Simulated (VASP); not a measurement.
# Ta2N (P-3m1) in VASP: settings compared, part 2 of 2

VASP 6.6.1.

## (3) Relaxation of cell and atoms, r2SCAN, target pressure 10 GPa, at which the enthalpy is minimised

File POSCAR:

```
Ta2N
1.0
    3.1128615060      0.0000000000      0.0000000000
   -1.5564307530      2.6958171426      0.0000000000
    0.0000000000      0.0000000000      4.8698410000
Ta N
2 1
Direct
    0.3333333333      0.6666666667      0.2547110000
    0.6666666667      0.3333333333      0.7452890000
    0.0000000000      0.0000000000      0.0000000000
```

File INCAR.step1:

```
ALGO = Normal
EDIFF = 1E-4
ENCUT = 600
GGA = PE
ISMEAR = -1
LASPH = True
LCHARG = False
LREAL = False
LWAVE = True
NELM = 100
PREC = Accurate
SIGMA = 0.05
```

File INCAR.step2:

```
ALGO = Normal
EDIFF = 1E-6
EDIFFG = -0.01
ENCUT = 600
IBRION = 2
ISIF = 3
ISMEAR = -1
ISTART = 1
LASPH = True
LCHARG = False
LMIXTAU = True
LREAL = False
LWAVE = False
METAGGA = R2SCAN
NELM = 100
NSW = 60
PREC = Accurate
PSTRESS = 100.0
SIGMA = 0.05
```

File KPOINTS:

```
k-points
0
Gamma
  10 10 6
```

Potentials or basis: VASP PAW PBE potentials, release 64 (Ta_pv, N).

Run with:

```sh
cat potpaw_PBE.64/Ta_pv/POTCAR potpaw_PBE.64/N/POTCAR > POTCAR
cp INCAR.step1 INCAR
mpirun -np 1 vasp_std > vasp.out
cp INCAR.step2 INCAR
mpirun -np 1 vasp_std > vasp.out
```

OUTCAR:

```text
EDIFF = 1E-6
   EDIFFG = -0.01
   ENCUT = 600
   IBRION = 2
   ISIF = 3
   ISMEAR = -1
   ISTART = 1
   LASPH = True
   LREAL = False
   METAGGA = R2SCAN
   NELM = 100
   NSW = 60
   PREC = Accurate
   PSTRESS = 100.0

 ion  position               nearest neighbor table
   1  0.333  0.667  0.255-   3 2.18   3 2.18   3 2.18   2 2.99   2 2.99   2 2.99   2 3.06   2 3.06
                             2 3.06
   2  0.667  0.333  0.745-   3 2.18   3 2.18   3 2.18   1 2.99   1 2.99   1 2.99   1 3.06   1 3.06
                             1 3.06
   3  0.000  0.000  0.000-   1 2.18   2 2.18   1 2.18   2 2.18   2 2.18   1 2.18

  LATTYP: Found a hexagonal cell.
 ALAT       =     3.1128615060
 C/A-ratio  =     1.5644258476

  Lattice vectors:

 A1 = (   3.1128615060,   0.0000000000,   0.0000000000)
 A2 = (  -1.5564307530,   2.6958171426,   0.0000000000)
 A3 = (   0.0000000000,   0.0000000000,   4.8698410000)

Analysis of symmetry for initial positions (statically):
=====================================================================
 Subroutine PRICEL returns:
 Original cell was already a primitive cell.

 Routine SETGRP: Setting up the symmetry group for a
 hexagonal supercell.

 Subroutine GETGRP returns: Found 12 space group operations
 (whereof 12 operations were pure point group operations)
[... 279 lines left out ...]

  enthalpy is  TOTEN    =      -106.5574870829 eV   P V=        2.4396704421

[... ionic steps 4 to 8 ...]

--------------------------------------- Ionic step        9  -------------------------------------------

 number of electron      27.0000000 magnetization

------------------------ aborting loop because EDIFF is reached ----------------------------------------
[... 73 lines left out ...]
--------------------------------------- Ionic step       11  -------------------------------------------

 number of electron      27.0000000 magnetization

 Free energy of the ion-electron system (eV)
  ---------------------------------------------------
  ext. energy  EPLUGINS =         0.00000000
  ---------------------------------------------------
  free energy    TOTEN  =      -108.99906436 eV

  energy without entropy =     -108.98983692  energy(sigma->0) =     -108.99445064

 E-fermi :   7.9645     XC(G=0): -14.2114

 val. band max:        7.9570684470   @ k =   0.1000  -0.0000   0.0000
 cond. band min:       7.9885511188   @ k =   0.0000   0.0000   0.0000
 fundamental gap:      0.0314826718
 Fermi energy:         7.9644545912

 k-point     1 :       0.0000    0.0000    0.0000
  band No.  band energies     occupation
      1     -29.1212      2.00000
      2     -28.1886      2.00000
      3     -28.1886      2.00000
      4     -28.0525      2.00000
      5     -28.0525      2.00000
      6     -27.9862      2.00000
[... 457 lines left out ...]
      4     -28.4129      2.00000
      5     -28.2216      2.00000
      6     -28.1734      2.00000
[... 9 lines left out ...]
     16      11.9096      0.00000
     17      12.2384      0.00000

 [... further k-points ...]

------------------------ aborting loop because EDIFF is reached ----------------------------------------

  FORCE on cell =-STRESS in cart. coord.  units (eV):
  Direction    XX          YY          ZZ          XY          YZ          ZX
  --------------------------------------------------------------------------------------
  -------------------------------------------------------------------------------------
  Total        2.4285937      2.4285937      2.4300957      0.0000000      0.0000000      0.0000000
  in kB       99.9939745     99.9939744    100.0558201      0.0000000      0.0000000      0.0000000
  external PRESSURE =       0.0145897 kB  Pullay stress =     100.0000000 kB
[... 22 lines left out ...]
  energy  without entropy=     -108.9898369240  energy(sigma->0) =     -108.99445064

  enthalpy is  TOTEN    =      -106.5703243431 eV   P V=        2.4287400141

 reached required accuracy - stopping structural energy minimisation
```

OUTCAR.step1:

```text
EDIFF = 1E-4
   ENCUT = 600
   GGA = PE
   ISMEAR = -1
   LASPH = True
   LREAL = False
[... 706 lines left out ...]
     -0.00000      1.79721      1.24040        -0.000000      0.000000      0.029134
      1.55643      0.89861      3.62944         0.000000     -0.000000     -0.029134
      0.00000      0.00000      0.00000         0.000000      0.000000      0.000000
 -----------------------------------------------------------------------------------
    total drift:                                0.000000     -0.000000     -0.000000

  FREE ENERGIE OF THE ION-ELECTRON SYSTEM (eV)
  ---------------------------------------------------
  free  energy   TOTEN  =       -34.3865588468 eV

  energy  without entropy=      -34.3729356480  energy(sigma->0) =      -34.37974725
```

OSZICAR.step1:

```text
N       E                     dE             d eps       ncg     rms          rms(c)
DAV:   1     0.221461801742E+03    0.22146E+03   -0.16789E+04  2448   0.181E+03
DAV:   2    -0.279009429560E+02   -0.24936E+03   -0.24686E+03  2808   0.464E+02
DAV:   3    -0.375710047240E+02   -0.96701E+01   -0.94186E+01  3430   0.799E+01
DAV:   4    -0.376717014110E+02   -0.10070E+00   -0.99707E-01  2991   0.794E+00
DAV:   5    -0.376729188001E+02   -0.12174E-02   -0.12102E-02  3549   0.706E-01    0.262E+01
DAV:   6    -0.347710372040E+02    0.29019E+01   -0.21778E+01  3114   0.305E+01    0.125E+01
DAV:   7    -0.344460901153E+02    0.32495E+00   -0.22006E+00  2861   0.982E+00    0.664E+00
DAV:   8    -0.343910915459E+02    0.54999E-01   -0.29051E-01  2932   0.478E+00    0.448E-01
DAV:   9    -0.343870714491E+02    0.40201E-02   -0.42982E-02  3251   0.132E+00    0.239E-01
DAV:  10    -0.343867623054E+02    0.30914E-03   -0.89150E-03  3168   0.719E-01    0.935E-02
DAV:  11    -0.343865658502E+02    0.19646E-03   -0.19924E-03  2834   0.267E-01    0.318E-02
DAV:  12    -0.343865588468E+02    0.70034E-05   -0.14449E-04  1899   0.880E-02
   1 F= -.34386559E+02 E0= -.34379747E+02  d E =-.136232E-01
```

Run time: 18 min. Hardware: 1 thread of Intel Xeon Platinum 8488C (Sapphire Rapids), shared host; peak memory 0.22 GiB.

What came out:

```
Free energy                                                : -108.9991 eV
Relaxed volume                                             : 12.97 Å³/atom
Relaxed cell                                               : a = 3.040 Å, b = 3.040 Å, c = 4.862 Å, α = 90.00°, β = 90.00°, γ = 120.00°
Space group after relaxing (to 0.1 Å)                      : P-3m1 (No. 164)
Energy change on relaxing (the run minimises the enthalpy) : +7.2 meV/atom
Ionic steps                                                : 11
Pressure after relaxing                                    : 10.0 GPa
Band gap on the k mesh                                     : zero (an odd number of electrons rules out a gap without spin polarisation)
```

The path:
| step | energy change (eV) | largest force (eV/Å) | pressure (GPa) | volume (Å³) |
| --- | --- | --- | --- | --- |
| 1 | 0.0000 | 0.1783 | -4.25 | 40.87 |
| 2 | 1.1403 | 1.3360 | 70.07 | 34.11 |
| 3 | 0.0234 | 0.4232 | 9.42 | 39.09 |
| 4 | 0.0285 | 0.4350 | 10.15 | 39.00 |
| 5 | 0.0308 | 0.4404 | 10.47 | 38.97 |
| 6 | 0.0267 | 0.0686 | 10.47 | 38.86 |
| 7 | 0.0269 | 0.0865 | 10.45 | 38.86 |
| 8 | 0.0155 | 0.0362 | 9.09 | 39.02 |
| 9 | 0.0169 | 0.0435 | 9.28 | 38.99 |
| 10 | 0.0313 | 0.0771 | 11.33 | 38.77 |
| 11 | 0.0215 | 0.0009 | 10.00 | 38.91 |

Final structure:
```
Ta N
1.0
     3.03986    0.00000    0.00000
    -1.51993    2.63260    0.00000
     0.00000    0.00000    4.86244
Ta N
2 1
Direct
  0.33333 0.66667 0.25888
  0.66667 0.33333 0.74112
  0.00000 0.00000 0.00000
```

Caveat: the cell is relaxed towards a set pressure, so the run minimises the enthalpy, not the energy; the PAW data sets were made with another functional, which shifts forces and pressure a little; spin-orbit coupling is left out, which moves the levels of the heavy elements.

## (4) Single point, revPBE+D3(BJ)

This run uses another cell than the first one, of 13.11 Å³/atom.

File INCAR:

```
SYSTEM = Ta2N
ALGO = Normal
EDIFF = 1E-7
ENCUT = 520
GGA = RE
ISIF = 2
ISMEAR = -1
IVDW = 12
LASPH = .True.
LCHARG = .True.
LELF = .True.
LREAL = .False.
LVHAR = .True.
LWAVE = .False.
NBANDS = 20
NELM = 80
PREC = Accurate
SIGMA = 0.05
```

File KPOINTS:

```
k-points
0
Gamma
  10 10 6
  0 0 0
```

File POSCAR:

```
Ta2N
1.0
    3.0576364515      0.0000000000      0.0000000000
   -1.5288182258      2.6479908426      0.0000000000
    0.0000000000      0.0000000000      4.8569774965
Ta N
2 1
Direct
    0.3333333333      0.6666666667      0.2577718748
    0.6666666667      0.3333333333      0.7422281252
    0.0000000000      0.0000000000      0.0000000000
```

Run with:

```sh
cat potpaw_PBE.64/Ta_pv/POTCAR potpaw_PBE.64/N/POTCAR > POTCAR
mpirun -np 1 vasp_std > vasp.out
```

Wall time 39 s (1 thread of Intel Xeon Platinum 8488C (Sapphire Rapids), shared host); peak memory 0.19 GiB.

Results (log left out):

```yaml
Free_energy: -36.0002 eV
Pressure: 0.5 GPa
Largest_force: 0.053 eV/Å
Band_gap_on_the_k_mesh: zero (an odd number of electrons rules out a gap without spin polarisation)
Dispersion_energy_per_atom: -0.977 eV
```

Forces on the atoms (eV/Å):
```
Ta   0.000  0.000  0.053
Ta   0.000  0.000 -0.053
N    0.000  0.000  0.000
```

Stress tensor (GPa, compression positive):
```
0.52 0.00 0.00
0.00 0.52 0.00
0.00 0.00 0.44
```

Levels at points of the mesh, in eV from the Fermi level:
| k point | band 10 | band 11 | band 12 | band 13 | band 14 | band 15 | band 16 | band 17 |
| --- | --- | --- | --- | --- | --- | --- | --- | --- |
| (0.00, 0.00, 0.00) | -6.05 | -5.06 | -0.83 | -0.25 | -0.25 | 0.16 | 0.43 | 0.43 |
| (0.50, 0.00, 0.00) | -6.44 | -4.77 | -2.68 | -1.33 | 1.58 | 2.09 | 4.06 | 4.22 |
| (0.00, 0.00, 0.50) | -6.24 | -3.20 | -2.69 | -1.10 | -1.10 | 1.77 | 2.22 | 2.46 |
| (0.50, 0.00, 0.50) | -6.15 | -3.43 | -2.21 | -2.13 | -0.52 | 0.71 | 3.65 | 3.90 |

Caveat: the PAW data sets were made with another functional, which shifts forces and pressure a little; spin-orbit coupling is left out, which moves the levels of the heavy elements.

## (5) Single point, revPBE+D4

This run uses another cell than the first one, of 13.39 Å³/atom.

File INCAR:

```
PREC = Accurate ; ENCUT = 520
EDIFF = 1E-6 ; ISMEAR = -1
SIGMA = 0.05 ; LREAL = F
LASPH = T ; NELM = 80
ALGO = Normal ; ISIF = 2
LWAVE = F ; LCHARG = F
GGA = RE ; IVDW = 13
NBANDS = 20
```

File KPOINTS:

```
Automatic mesh
0
Gamma
  10 10 6
```

File POSCAR:

```
Ta2N
1.0
    3.0827531591      0.0000000000      0.0000000000
   -1.5413765796      2.6697425494      0.0000000000
    0.0000000000      0.0000000000      4.8806964137
Ta N
2 1
Direct
    0.3333333333      0.6666666667      0.2564334608
    0.6666666667      0.3333333333      0.7435665392
    0.0000000000      0.0000000000      0.0000000000
```

Potentials or basis: VASP PAW PBE potentials, release 64 (Ta_pv, N).

Run with:

```sh
cat potpaw_PBE.64/Ta_pv/POTCAR potpaw_PBE.64/N/POTCAR > POTCAR
mpirun -np 1 vasp_std > vasp.out
```

OUTCAR:

```text
PREC = Accurate
   ENCUT = 520
   EDIFF = 1E-6
   ISMEAR = -1
   LREAL = F
   LASPH = T
   NELM = 80
   ISIF = 2
   GGA = RE
   IVDW = 13

 ion  position               nearest neighbor table
   1  0.333  0.667  0.256-   3 2.18   3 2.18   3 2.18   2 2.97   2 2.97   2 2.97   2 3.07   2 3.07
                             2 3.07
   2  0.667  0.333  0.744-   3 2.18   3 2.18   3 2.18   1 2.97   1 2.97   1 2.97   1 3.07   1 3.07
                             1 3.07
   3  0.000  0.000  0.000-   1 2.18   2 2.18   2 2.18   1 2.18   2 2.18   1 2.18

  LATTYP: Found a hexagonal cell.
 ALAT       =     3.0827531591
 C/A-ratio  =     1.5832264738

  Lattice vectors:

 A1 = (   3.0827531591,   0.0000000000,   0.0000000000)
 A2 = (  -1.5413765796,   2.6697425494,   0.0000000000)
 A3 = (   0.0000000000,   0.0000000000,   4.8806964137)

Analysis of symmetry for initial positions (statically):
=====================================================================
 Subroutine PRICEL returns:
 Original cell was already a primitive cell.

 Routine SETGRP: Setting up the symmetry group for a
 hexagonal supercell.

 Subroutine GETGRP returns: Found 12 space group operations
 (whereof 12 operations were pure point group operations)
 out of a pool of 24 trial point group operations.

The static configuration has the point symmetry D_3d.

Analysis of symmetry for dynamics (positions and initial velocities):
=====================================================================
 Subroutine PRICEL returns:
 Original cell was already a primitive cell.

 Routine SETGRP: Setting up the symmetry group for a
 hexagonal supercell.

 Subroutine GETGRP returns: Found 12 space group operations
 (whereof 12 operations were pure point group operations)
 out of a pool of 24 trial point group operations.

The dynamic configuration has the point symmetry D_3d.

 Subroutine INISYM returns: Found 12 space group operations
 (whereof 12 operations are pure point group operations),
 and found     1 'primitive' translations

[... 117 lines left out ...]
  volume/ion in A,a.u.               =      13.39        90.36
  Fermi-wavevector in a.u.,A,eV,Ry     =   1.434056  2.709973 27.980607  2.056517
  Thomas-Fermi vector in A             =   2.553506
   LORBIT       =      0    0 simple, 1 ext, 2 COOP (PROOUT), +10 PAW based schemes
   GGA     = RE    functional components
   LHFCALC =     F    Hartree Fock is set to
   AEXX    =    0.0000 exact exchange contribution
   IVDW    =    13    specifies the selected vdW correction
   LEPSILON=     F    determine dielectric tensor
   LRPA    =     F    only Hartree local field effects (RPA)
 non-spin polarized calculation
  energy-cutoff  :      520.00
  volume of cell :       40.17
 maximum number of plane-waves:      1100
 NGX is ok and might be reduce to    24
   NGX = 11   NGY = 11   NGZ = 19

 number of electron      26.9999998 magnetization

 Free energy of the ion-electron system (eV)
  ---------------------------------------------------
  ext. energy  EPLUGINS =         0.00000000
  ---------------------------------------------------
  free energy    TOTEN  =       -33.12126183 eV

  energy without entropy =      -33.10922828  energy(sigma->0) =      -33.11524506

 E-fermi :   7.7181     XC(G=0): -12.8989

 val. band max:        7.7150001078   @ k =   0.2000   0.0000   0.0000
 cond. band min:       7.7204161337   @ k =   0.1000   0.0000   0.0000
 fundamental gap:      0.0054160259
 Fermi energy:         7.7181477009

 k-point     1 :       0.0000    0.0000    0.0000
  band No.  band energies     occupation
      1     -28.0123      2.00000
      2     -27.2411      2.00000
      3     -27.2411      2.00000
      4     -27.1163      2.00000
      5     -27.1163      2.00000
      6     -27.0248      2.00000
[... 541 lines left out ...]
     19      12.3266      0.00000
     20      13.1874      0.00000

 [... further k-points ...]

------------------------ aborting loop because EDIFF is reached ----------------------------------------

  DFT-D4 for vdW energy calculation

  Edisp (eV):   -1.43805

  FORCE on cell =-STRESS in cart. coord.  units (eV):
  Direction    XX          YY          ZZ          XY          YZ          ZX
  --------------------------------------------------------------------------------------
  -------------------------------------------------------------------------------------
  Total       0.11886     0.11886     0.09887    -0.00000    -0.00000     0.00000
  in kB       4.74104     4.74104     3.94346    -0.00000    -0.00000     0.00000
  external pressure =        4.48 kB  Pullay stress =        0.00 kB

 VOLUME and BASIS-vectors are now :
 -----------------------------------------------------------------------------
  energy-cutoff  :      520.00
  volume of cell :       40.17
      direct lattice vectors                 reciprocal lattice vectors
     3.082753159  0.000000000  0.000000000     0.324385362  0.187283976  0.000000000
    -1.541376580  2.669742549  0.000000000     0.000000000  0.374567952  0.000000000
     0.000000000  0.000000000  4.880696414     0.000000000  0.000000000  0.204888794

 POSITION                                       TOTAL-FORCE (eV/Angst)
 -----------------------------------------------------------------------------------
     -0.00000      1.77983      1.25157        -0.000000      0.000000      0.050779
      1.54138      0.88991      3.62912         0.000000      0.000000     -0.050779
      0.00000      0.00000      0.00000        -0.000000      0.000000      0.000000
 -----------------------------------------------------------------------------------
    total drift:                                0.000000     -0.000000     -0.000000

  FREE ENERGIE OF THE ION-ELECTRON SYSTEM (eV)
  ---------------------------------------------------
  free  energy   TOTEN  =       -34.5593136711 eV

  energy  without entropy=      -34.5472801189  energy(sigma->0) =      -34.55329690
```

Run time: 39 s. Hardware: 1 thread of Intel Xeon Platinum 8488C (Sapphire Rapids), shared host; peak memory 0.18 GiB.

What came out:

* Free energy: -34.5593 eV
* Pressure: 0.4 GPa
* Largest force: 0.051 eV/Å
* Band gap on the k mesh: zero (an odd number of electrons rules out a gap without spin polarisation)
* Dispersion energy per atom: -0.479 eV

Forces on the atoms (eV/Å):
```
Ta   0.000  0.000  0.051
Ta   0.000  0.000 -0.051
N    0.000  0.000  0.000
```

Levels at points of the mesh, in eV from the Fermi level:
| k point | band 11 | band 12 | band 13 | band 14 | band 15 | band 16 | band 17 | band 18 |
| --- | --- | --- | --- | --- | --- | --- | --- | --- |
| (0.00, 0.00, 0.00) | -5.04 | -0.78 | -0.24 | -0.24 | 0.20 | 0.38 | 0.38 | 1.12 |
| (0.50, 0.00, 0.00) | -4.64 | -2.65 | -1.36 | 1.61 | 2.01 | 3.89 | 4.08 | 4.26 |
| (0.00, 0.00, 0.50) | -3.07 | -2.70 | -1.09 | -1.09 | 1.74 | 2.05 | 2.36 | 2.36 |
| (0.50, 0.00, 0.50) | -3.36 | -2.20 | -2.13 | -0.43 | 0.72 | 3.48 | 3.73 | 4.14 |

Caveat: the PAW data sets were made with another functional, which shifts forces and pressure a little; spin-orbit coupling is left out, which moves the levels of the heavy elements.

## (6) The runs side by side

| task | level | cell | cutoff (eV) | gap on the mesh (eV) | pressure (GPa) | largest force (eV/Å) |
| --- | --- | --- | --- | --- | --- | --- |
| relaxation of cell and atoms | r2SCAN | relaxed to 5 GPa from a = 3.113, b = 3.113, c = 4.870 Å, angles 90.0, 90.0, 120.0°, 3 atoms, atomic positions A | 600 | none | 5.0 | 0.01 |
| relaxation of cell and atoms | r2SCAN | relaxed to 10 GPa from a = 3.113, b = 3.113, c = 4.870 Å, angles 90.0, 90.0, 120.0°, 3 atoms, atomic positions A | 600 | none | 10.0 | - |
| single point | revPBE+D3(BJ) | a = 3.058, b = 3.058, c = 4.857 Å, angles 90.0, 90.0, 120.0°, 3 atoms, atomic positions B | 520 | none | 0.5 | 0.05 |
| single point | revPBE+D4 | a = 3.083, b = 3.083, c = 4.881 Å, angles 90.0, 90.0, 120.0°, 3 atoms, atomic positions A | 520 | none | 0.4 | 0.05 |

Alike in all rows: potentials or basis VASP PAW PBE potentials, release 64 (Ta_pv, N); no spin polarisation; k mesh 10 × 10 × 6; smearing fermi-dirac 0.05 eV.

Caveats: the PAW data sets were made with another functional, which shifts forces and pressure a little; spin-orbit coupling is left out, which moves the levels of the heavy elements; the cell is relaxed towards a set pressure, so the run minimises the enthalpy, not the energy (at least some runs).

Absolute energies hang on the potentials; compare differences alone.
